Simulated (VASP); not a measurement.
# Rh (P6_3/mmc) in VASP: further runs

Rh is run at these levels: PBEsol; tasks: single point.

Program: VASP 6.6.1. These are calculated values, not measurements. Logs are shortened: lines on timing, memory, paths and dates and some standing lists are left out, and cuts for length are marked.

**1. The cell of the first run**

The structure is hexagonal, space group P6_3/mmc (No. 194). The conventional cell has a = 2.731 Å, b = 2.731 Å, c = 4.428 Å, α = 90.00°, β = 90.00°, γ = 120.00°. Rh (site symmetry -6m2) has 12 Rh at 2.72 to 2.73 Å within 3.6 Å.

**2. Single point, PBEsol**

INCAR

```
SYSTEM = Rh
ALGO = Normal ; EDIFF = 1E-6
ENCUT = 520 ; GGA = PS
ISIF = 2 ; ISMEAR = -1
LASPH = .True. ; LCHARG = .False.
LREAL = .False. ; LWAVE = .False.
NBANDS = 22 ; NELM = 60
PREC = Accurate ; SIGMA = 0.1
```

KPOINTS

```
k-points
0
Gamma
  12 12 7
  0 0 0
```

POSCAR

```
Rh
1.0
    2.7309790000      0.0000000000      0.0000000000
   -1.3654900000      2.3650970000      0.0000000000
    0.0000000000      0.0000000000      4.4284890000
Rh
2
Direct
    0.6666666667      0.3333333333      0.7500000000
    0.3333333333      0.6666666667      0.2500000000
```

Potentials or basis: VASP PAW PBE potentials, release 64 (Rh_pv).

Started as:

```console
$ cat potpaw_PBE.64/Rh_pv/POTCAR > POTCAR
$ mpirun -np 1 vasp_std > vasp.out
```

OUTCAR:

```text
SYSTEM = Rh
   EDIFF = 1E-6
   ENCUT = 520
   GGA = PS
   ISIF = 2
   ISMEAR = -1
   LASPH = .True.
   LREAL = .False.
   NELM = 60
   PREC = Accurate

 ion  position               nearest neighbor table
   1  0.667  0.333  0.750-   2 2.72   2 2.72   2 2.72   2 2.72   2 2.72   2 2.72
   2  0.333  0.667  0.250-   1 2.72   1 2.72   1 2.72   1 2.72   1 2.72   1 2.72

  LATTYP: Found a hexagonal cell.
 ALAT       =     2.7309790000
 C/A-ratio  =     1.6215756328

  Lattice vectors:

 A1 = (   2.7309790000,   0.0000000000,   0.0000000000)
 A2 = (  -1.3654900000,   2.3650970000,   0.0000000000)
 A3 = (   0.0000000000,   0.0000000000,   4.4284890000)

Analysis of symmetry for initial positions (statically):
=====================================================================
 Subroutine PRICEL returns:
 Original cell was already a primitive cell.

 Routine SETGRP: Setting up the symmetry group for a
 hexagonal supercell.

 Subroutine GETGRP returns: Found 24 space group operations
 (whereof 12 operations were pure point group operations)
 out of a pool of 24 trial point group operations.

The static configuration has the point symmetry D_3d.
 The point group associated with its full space group is D_6h.

Analysis of symmetry for dynamics (positions and initial velocities):
=====================================================================
 Subroutine PRICEL returns:
 Original cell was already a primitive cell.

 Routine SETGRP: Setting up the symmetry group for a
 hexagonal supercell.

 Subroutine GETGRP returns: Found 24 space group operations
 (whereof 12 operations were pure point group operations)
 out of a pool of 24 trial point group operations.

The dynamic configuration has the point symmetry D_3d.
 The point group associated with its full space group is D_6h.

 Subroutine INISYM returns: Found 24 space group operations
 (whereof 12 operations are pure point group operations),
 and found     1 'primitive' translations

----------------------------------------------------------------------------------------

                                     Primitive cell

  volume of cell :      28.6037

  direct lattice vectors                    reciprocal lattice vectors
     2.730979000  0.000000000  0.000000000     0.366169055  0.211407897  0.000000000
    -1.365490000  2.365097000  0.000000000     0.000000000  0.422815639  0.000000000
     0.000000000  0.000000000  4.428489000     0.000000000  0.000000000  0.225810655

  length of vectors
     2.730979000  2.730979084  4.428489000     0.422815652  0.422815639  0.225810655

  position of ions in fractional coordinates (direct lattice)
     0.666666667  0.333333333  0.750000000
     0.333333333  0.666666667  0.250000000

  ion indices of the primitive-cell ions
   primitive index   ion index
                 1           1
                 2           2

----------------------------------------------------------------------------------------

 KPOINTS: k-points

Automatic generation of k-mesh.
 Grid dimensions read from file:
 generate k-points for:   12   12    7

 Generating k-lattice:

  Cartesian coordinates                     Fractional coordinates (reciprocal lattice)
     0.030514088  0.017617325  0.000000000     0.083333333  0.000000000  0.000000000
     0.000000000  0.035234637  0.000000000     0.000000000  0.083333333  0.000000000
     0.000000000  0.000000000  0.032258665     0.000000000  0.000000000  0.142857143

  Length of vectors
     0.035234638  0.035234637  0.032258665

  Shift w.r.t. Gamma in fractional coordinates (k-lattice)
     0.000000000  0.000000000  0.000000000

 Subroutine IBZKPT returns following result:
 ===========================================

 Found     76 irreducible k-points:

 Following reciprocal coordinates:
            Coordinates               Weight
  0.000000  0.000000  0.000000      1.000000
  0.083333 -0.000000  0.000000      6.000000
  0.166667  0.000000  0.000000      6.000000
  0.250000  0.000000  0.000000      6.000000
  0.333333  0.000000  0.000000      6.000000
  0.416667 -0.000000  0.000000      6.000000
[... 16 lines left out ...]
  0.250000  0.000000  0.142857     12.000000
  0.333333  0.000000  0.142857     12.000000
 [... further k-points ...]
   k-points           NKPTS =     76   k-points in BZ     NKDIM =     76   number of bands    NBANDS=     22
   number of dos      NEDOS =    301   number of ions     NIONS =      2
   total plane-waves  NPLWV =  14400
   dimension x,y,z NGX =    20 NGY =   20 NGZ =   36
   dimension x,y,z NGXF=    40 NGYF=   40 NGZF=   72
   ions per type =               2
   NGX,Y,Z   is equivalent  to a cutoff of  12.17, 12.17, 13.51 a.u.
   NGXF,Y,Z  is equivalent  to a cutoff of  24.35, 24.35, 27.03 a.u.
 SYSTEM =  Rh
   PREC   = accura    normal or accurate (medium, high low for compatibility)
   ISTART =      0    job   : 0-new  1-cont  2-samecut
   ICHARG =      2    charge: 1-file 2-atom 10-const
   ISPIN  =      1    spin polarized calculation?
   LNONCOLLINEAR =      F non collinear calculations
   LSORBIT =      F    spin-orbit coupling
   LASPH  =      T    aspherical Exc in radial PAW
   ENCUT  =  520.0 eV  38.22 Ry    6.18 a.u.   5.08  5.08  8.23*2*pi/ulx,y,z
   NELM   =     60;   NELMIN=  2; NELMDL= -5     # of ELM steps
   EDIFF  = 0.1E-05   stopping-criterion for ELM
   LREAL  =      F    real-space projection
   EDIFFG = 0.1E-04   stopping-criterion for IOM
   NSW    =      0    number of steps for IOM
   IBRION =     -1    ionic relax: 0-MD 1-quasi-New 2-CG
   NFREE  =      0    steps in history (QN), initial steepest desc. (CG)
   ISIF   =      2    stress and relaxation
   ISYM   =      2    0-nonsym 1-usesym 2-fastsym
   POTIM  = 0.5000    time-step for ionic-motion
   TEBEG  =    0.0;   TEEND  =   0.0 temperature during run
   PSTRESS=    0.0 pullay stress
   NELECT =      30.0000    total number of electrons
   NUPDOWN=      -1.0000    fix difference up-down
   EMIN   =  10.00;   EMAX   =-10.00  energy-range for DOS
   EFERMI =   0.00;   METHOD = LEGACY
   ISMEAR =    -1;   SIGMA  =   0.10  broadening in eV -4-tet -1-fermi 0-gaus
   EFERMI_NEDOS =   21; number of points for ismear=-14 and -15
   IALGO  =     38    algorithm
   IMIX   =      4    mixing-type and parameters
     AMIX     =   0.40;   BMIX     =  1.00
     AMIX_MAG =   1.60;   BMIX_MAG =  1.00
  volume/ion in A,a.u.               =      14.30        96.51
  Fermi-wavevector in a.u.,A,eV,Ry     =   1.663314  3.143208 37.642069  2.766614
  Thomas-Fermi vector in A             =   2.750053
   LORBIT       =      0    0 simple, 1 ext, 2 COOP (PROOUT), +10 PAW based schemes
   GGA     = PS    functional components
   LHFCALC =     F    Hartree Fock is set to
   AEXX    =    0.0000 exact exchange contribution
   IVDW    =     0    specifies the selected vdW correction
   LEPSILON=     F    determine dielectric tensor
   LRPA    =     F    only Hartree local field effects (RPA)
 non-spin polarized calculation
  energy-cutoff  :      520.00
  volume of cell :       28.60
 maximum number of plane-waves:       785
   NGX = 11   NGY = 11   NGZ = 17

 number of electron      30.0000007 magnetization

 Free energy of the ion-electron system (eV)
  ---------------------------------------------------
  ext. energy  EPLUGINS =         0.00000000
  ---------------------------------------------------
  free energy    TOTEN  =       -16.18478227 eV

  energy without entropy =      -16.07075377  energy(sigma->0) =      -16.12776802

 E-fermi :  11.1274     XC(G=0): -13.9635

 val. band max:       11.1233393239   @ k =   0.1667   0.0833   0.4286
 cond. band min:      11.1299263034   @ k =   0.1667   0.1667   0.4286
 fundamental gap:      0.0065869795
 Fermi energy:        11.1273971227

 k-point     1 :       0.0000    0.0000    0.0000
  band No.  band energies     occupation
      1     -35.8626      2.00000
      2     -35.2890      2.00000
      3     -35.2890      2.00000
      4     -35.2091      2.00000
      5     -35.1957      2.00000
      6     -35.1957      2.00000
[... 14 lines left out ...]
     21      29.1149      0.00000
     22      29.7250      0.00000

 k-point     2 :       0.0833   -0.0000    0.0000
  band No.  band energies     occupation
      1     -35.8485      2.00000
      2     -35.3211      2.00000
      3     -35.2994      2.00000
      4     -35.2291      2.00000
      5     -35.2149      2.00000
      6     -35.2009      2.00000
[... 14 lines left out ...]
     21      29.3801      0.00000
     22      29.8252      0.00000

 k-point     3 :       0.1667    0.0000    0.0000
  band No.  band energies     occupation
      1     -35.8083      2.00000
      2     -35.4090      2.00000
      3     -35.3271      2.00000
      4     -35.3188      2.00000
      5     -35.2325      2.00000
      6     -35.2158      2.00000
[... 14 lines left out ...]
     21      29.5103      0.00000
     22      29.7855      0.00000

 k-point     4 :       0.2500    0.0000    0.0000
  band No.  band energies     occupation
      1     -35.7478      2.00000
      2     -35.5292      2.00000
      3     -35.4385      2.00000
      4     -35.3638      2.00000
      5     -35.2619      2.00000
      6     -35.2371      2.00000
[... 14 lines left out ...]
     21      27.7029      0.00000
     22      28.3080      0.00000

 k-point     5 :       0.3333    0.0000    0.0000
  band No.  band energies     occupation
      1     -35.6768      2.00000
      2     -35.6497      2.00000
      3     -35.5550      2.00000
      4     -35.3994      2.00000
      5     -35.3019      2.00000
      6     -35.2591      2.00000
[... 417 lines left out ...]
 k-point    22 :       0.1667    0.0000    0.1429
  band No.  band energies     occupation
      1     -35.7846      2.00000
      2     -35.4011      2.00000
      3     -35.3425      2.00000
      4     -35.3217      2.00000
      5     -35.2417      2.00000
      6     -35.2213      2.00000
[... 14 lines left out ...]
     21      28.9984      0.00000
     22      29.4800      0.00000

 k-point    23 :       0.2500    0.0000    0.1429
  band No.  band energies     occupation
      1     -35.7382      2.00000
      2     -35.5133      2.00000
      3     -35.4582      2.00000
      4     -35.3576      2.00000
      5     -35.2684      2.00000
      6     -35.2434      2.00000
[... 14 lines left out ...]
     21      27.9936      0.00000
     22      28.0704      0.00000

 k-point    24 :       0.3333    0.0000    0.1429
  band No.  band energies     occupation
      1     -35.7173      2.00000
      2     -35.6005      2.00000
      3     -35.5626      2.00000
      4     -35.3926      2.00000
      5     -35.3027      2.00000
      6     -35.2661      2.00000
[... 14 lines left out ...]
     21      26.2009      0.00000
     22      26.4774      0.00000

 [... further k-points ...]

------------------------ aborting loop because EDIFF is reached ----------------------------------------

  FORCE on cell =-STRESS in cart. coord.  units (eV):
  Direction    XX          YY          ZZ          XY          YZ          ZX
  --------------------------------------------------------------------------------------
  -------------------------------------------------------------------------------------
  Total       -2.3036311     -2.3036308     -2.5539617      0.0000005     -0.0000000      0.0000000
  in kB     -129.0329527   -129.0329319   -143.0546841      0.0000273     -0.0000000      0.0000000
  external PRESSURE =    -133.7068562 kB  Pullay stress =       0.0000000 kB

 VOLUME and BASIS-vectors are now :
 -----------------------------------------------------------------------------
  energy-cutoff  :      520.00
  volume of cell :       28.60
      direct lattice vectors                 reciprocal lattice vectors
     2.730979000  0.000000000  0.000000000     0.366169055  0.211407897  0.000000000
    -1.365490000  2.365097000  0.000000000     0.000000000  0.422815639  0.000000000
     0.000000000  0.000000000  4.428489000     0.000000000  0.000000000  0.225810655

 POSITION                                       TOTAL-FORCE (eV/Angst)
 -----------------------------------------------------------------------------------
      1.36549      0.78837      3.32137        -0.000000      0.000000      0.000000
     -0.00000      1.57673      1.10712         0.000000      0.000000      0.000000
 -----------------------------------------------------------------------------------
    total drift:                                0.000000     -0.000000      0.000000

  FREE ENERGIE OF THE ION-ELECTRON SYSTEM (eV)
  ---------------------------------------------------
  free  energy   TOTEN  =       -16.1847822695 eV

  energy  without entropy=      -16.0707537679  energy(sigma->0) =      -16.12776802
```

Run time: 19 s. Hardware: 1 thread of Intel Xeon Platinum 8559C (Emerald Rapids), shared host; peak memory 0.16 GiB.

What came out:

```yaml
Free_energy: -16.1848 eV
Pressure: -13.4 GPa
Band_gap_on_the_k_mesh: zero (band 15 reaches 11.72 eV, above the bottom of band 16 at 9.44 eV)
```

Stress tensor (GPa, compression positive):
```
-12.90   0.00   0.00
  0.00 -12.90   0.00
  0.00   0.00 -14.31
```

Caveat: the PAW data sets were made with another functional, which shifts forces and pressure a little.

**3. Single point, PBEsol**

This run uses another cell than the first one, of 14.87 Å³/atom, 1.040 times its volume.

INCAR

```
PREC = Accurate ; ENCUT = 520
EDIFF = 1E-7 ; ISMEAR = -1
SIGMA = 0.1 ; LREAL = False
LASPH = True ; NELM = 100
ALGO = Normal ; ISIF = 2
LWAVE = False ; LCHARG = False
GGA = PS ; NBANDS = 22
```

KPOINTS

```
regular mesh
0
Gamma
  12 12 7
```

POSCAR

```
Rh
1.0
    2.7669170555      0.0000000000      0.0000000000
   -1.3834590343      2.3962202665      0.0000000000
    0.0000000000      0.0000000000      4.4867652751
Rh
2
Direct
    0.6666666667      0.3333333333      0.7500000000
    0.3333333333      0.6666666667      0.2500000000
```

Potentials or basis: VASP PAW PBE potentials, release 64 (Rh_pv).

Started as:

```console
$ cat potpaw_PBE.64/Rh_pv/POTCAR > POTCAR
$ mpirun -np 1 vasp_std > vasp.out
```

OUTCAR:

```text
PREC = Accurate
   ENCUT = 520
   EDIFF = 1E-7
   ISMEAR = -1
   LREAL = False
   LASPH = True
   NELM = 100
   ISIF = 2
   GGA = PS

 ion  position               nearest neighbor table
   1  0.667  0.333  0.750-   2 2.75   2 2.75   2 2.75   2 2.75   2 2.75   2 2.75
   2  0.333  0.667  0.250-   1 2.75   1 2.75   1 2.75   1 2.75   1 2.75   1 2.75

  LATTYP: Found a hexagonal cell.
 ALAT       =     2.7669170555
 C/A-ratio  =     1.6215756328

  Lattice vectors:

 A1 = (   2.7669170555,   0.0000000000,   0.0000000000)
 A2 = (  -1.3834590343,   2.3962202665,   0.0000000000)
 A3 = (   0.0000000000,   0.0000000000,   4.4867652751)

Analysis of symmetry for initial positions (statically):
=====================================================================
 Subroutine PRICEL returns:
 Original cell was already a primitive cell.

 Routine SETGRP: Setting up the symmetry group for a
 hexagonal supercell.

 Subroutine GETGRP returns: Found 24 space group operations
 (whereof 12 operations were pure point group operations)
[... 160 lines left out ...]
  ext. energy  EPLUGINS =         0.00000000
  ---------------------------------------------------
  free energy    TOTEN  =       -16.06177470 eV

  energy without entropy =      -15.93954447  energy(sigma->0) =      -16.00065959

 E-fermi :  10.4423     XC(G=0): -13.7151

 val. band max:       10.4242910523   @ k =   0.3333   0.3333   0.1429
 cond. band min:      10.4429838265   @ k =   0.1667   0.0833   0.4286
 fundamental gap:      0.0186927742
 Fermi energy:        10.4423432909

 k-point     1 :       0.0000    0.0000    0.0000
  band No.  band energies     occupation
      1     -36.3904      2.00000
      2     -35.8890      2.00000
      3     -35.8890      2.00000
      4     -35.8211      2.00000
      5     -35.8071      2.00000
      6     -35.8071      2.00000
[... 589 lines left out ...]
     21      25.1960      0.00000
     22      25.5252      0.00000

 [... further k-points ...]

------------------------ aborting loop because EDIFF is reached ----------------------------------------

  FORCE on cell =-STRESS in cart. coord.  units (eV):
  Direction    XX          YY          ZZ          XY          YZ          ZX
  --------------------------------------------------------------------------------------
  -------------------------------------------------------------------------------------
  Total       -3.8033218     -3.8033212     -4.0923881      0.0000008     -0.0000000      0.0000000
  in kB     -204.8412572   -204.8412240   -220.4099369      0.0000433     -0.0000000      0.0000000
  external PRESSURE =    -210.0308060 kB  Pullay stress =       0.0000000 kB

 VOLUME and BASIS-vectors are now :
 -----------------------------------------------------------------------------
  energy-cutoff  :      520.00
  volume of cell :       29.75
      direct lattice vectors                 reciprocal lattice vectors
     2.766917056  0.000000000  0.000000000     0.361413075  0.208662029  0.000000000
    -1.383459034  2.396220266  0.000000000     0.000000000  0.417323905  0.000000000
     0.000000000  0.000000000  4.486765275     0.000000000  0.000000000  0.222877717

 POSITION                                       TOTAL-FORCE (eV/Angst)
 -----------------------------------------------------------------------------------
      1.38346      0.79874      3.36507        -0.000000      0.000000      0.000000
     -0.00000      1.59748      1.12169         0.000000      0.000000      0.000000
 -----------------------------------------------------------------------------------
    total drift:                                0.000000     -0.000000      0.000000

  FREE ENERGIE OF THE ION-ELECTRON SYSTEM (eV)
  ---------------------------------------------------
  free  energy   TOTEN  =       -16.0617746994 eV

  energy  without entropy=      -15.9395444721  energy(sigma->0) =      -16.00065959
```

OSZICAR:

```text
N       E                     dE             d eps       ncg     rms          rms(c)
DAV:   1     0.324907727956E+03    0.32491E+03   -0.18996E+04  3352   0.156E+03
DAV:   2    -0.101801868747E+02   -0.33509E+03   -0.32369E+03  3476   0.470E+02
DAV:   3    -0.172766699183E+02   -0.70965E+01   -0.70519E+01  3926   0.772E+01
DAV:   4    -0.173236295596E+02   -0.46960E-01   -0.46955E-01  3738   0.633E+00
DAV:   5    -0.173243402073E+02   -0.71065E-03   -0.71064E-03  3956   0.807E-01    0.131E+01
DAV:   6    -0.160956818785E+02    0.12287E+01   -0.31123E+00  3680   0.184E+01    0.368E+00
DAV:   7    -0.160695375119E+02    0.26144E-01   -0.32750E-02  3776   0.152E+00    0.192E+00
DAV:   8    -0.160621073495E+02    0.74302E-02   -0.69839E-03  3652   0.964E-01    0.283E-01
DAV:   9    -0.160617650554E+02    0.34229E-03   -0.28888E-04  3908   0.204E-01    0.258E-02
DAV:  10    -0.160617750574E+02   -0.10002E-04   -0.54403E-06  3752   0.237E-02    0.401E-03
DAV:  11    -0.160617748603E+02    0.19714E-06   -0.40038E-07  3932   0.584E-03    0.920E-04
DAV:  12    -0.160617746758E+02    0.18450E-06   -0.20482E-08  2146   0.151E-03    0.335E-04
DAV:  13    -0.160617746994E+02   -0.23600E-07   -0.21617E-09  1948   0.415E-04
   1 F= -.16061775E+02 E0= -.16000660E+02  d E =-.122230E+00
```

Wall time 20 s (1 thread of Intel Xeon Platinum 8559C (Emerald Rapids), shared host); peak memory 0.17 GiB.

Results:

- Free energy: -16.0618 eV
- Pressure: -21.0 GPa
- Band gap on the k mesh: zero (band 15 reaches 11.00 eV, above the bottom of band 16 at 8.87 eV)

Caveat: the PAW data sets were made with another functional, which shifts forces and pressure a little.

(Continued in part 2 of 2.)
